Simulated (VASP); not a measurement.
Set up this calculation in VASP 6.6.1, as the native input.

```
Task                               : single point
Functional                         : HSE06
Potentials or basis                : VASP PAW PBE potentials, release 64 (In_d, P)
Cutoff                             : 520 eV
k mesh                             : 6 × 6 × 6
Occupations                        : fermi-dirac, width 0.02 eV
Spin                               : no spin polarisation
Dipole correction                  : no
Grid for exact exchange (PRECFOCK) : Normal
Further INCAR settings             : ALGO = Normal; EDIFF = 1e-06; NBANDS = 16
Share of exact exchange            : 0.25
Screening parameter                : 0.2079 1/Å
```

The system is InP.

```xyz
2
Lattice="0.0000 3.0424 3.0424 3.0424 0.0000 3.0424 3.0424 3.0424 0.0000" Properties=species:S:1:pos:R:3 pbc="T T T"
In    0.0000    0.0000    0.0000
P     1.5212    1.5212    1.5212
```

This cell differs from its parent crystal: strain +3.0%.

One way to write it, as run:

POSCAR

```
InP
1.0
    0.0000000000      3.0424012639      3.0424012639
    3.0424012639      0.0000000000      3.0424012639
    3.0424012639      3.0424012639      0.0000000000
In P
1 1
Direct
    0.0000000000      0.0000000000      0.0000000000
    0.2500000000      0.2500000000      0.2500000000
```

INCAR.step1

```
PREC = Accurate ; ENCUT = 520
EDIFF = 1E-5 ; ISMEAR = -1
SIGMA = 0.02 ; LREAL = F
LASPH = T ; NELM = 80
ALGO = Normal ; ISIF = 2
LWAVE = T ; LCHARG = F
GGA = PE ; NBANDS = 16
```

INCAR.step2

```
PREC = Accurate ; ENCUT = 520
EDIFF = 1E-6 ; ISMEAR = -1
SIGMA = 0.02 ; LREAL = F
LASPH = T ; NELM = 80
ALGO = Normal ; ISIF = 2
LWAVE = F ; LCHARG = F
GGA = PE ; LHFCALC = T
HFSCREEN = 0.2079 ; PRECFOCK = Normal
ISTART = 1 ; NBANDS = 16
```

KPOINTS

```
Automatic mesh
0
Gamma
  6 6 6
```

Potentials or basis: VASP PAW PBE potentials, release 64 (In_d, P).

Launch:

```sh
$ cat potpaw_PBE.64/In_d/POTCAR potpaw_PBE.64/P/POTCAR > POTCAR
$ cp INCAR.step1 INCAR
$ mpirun -np 1 vasp_std > vasp.out
$ cp INCAR.step2 INCAR
$ mpirun -np 1 vasp_std > vasp.out
```

Results of the run:

| Property | Result |
| --- | --- |
| Pressure | -5.3 GPa |
| Band gap on the k mesh | 0.80 eV |

Caveat: the cell differs from its parent crystal (strain +3.0%); the cell stands under tension; the PAW data sets were made with another functional, which shifts forces and pressure a little; spin-orbit coupling is left out, which moves the levels of the heavy elements.

Wall time 32 min on 1 thread of Oxide Virtual Turin-like Processor (shared host), peak memory 0.27 GiB.
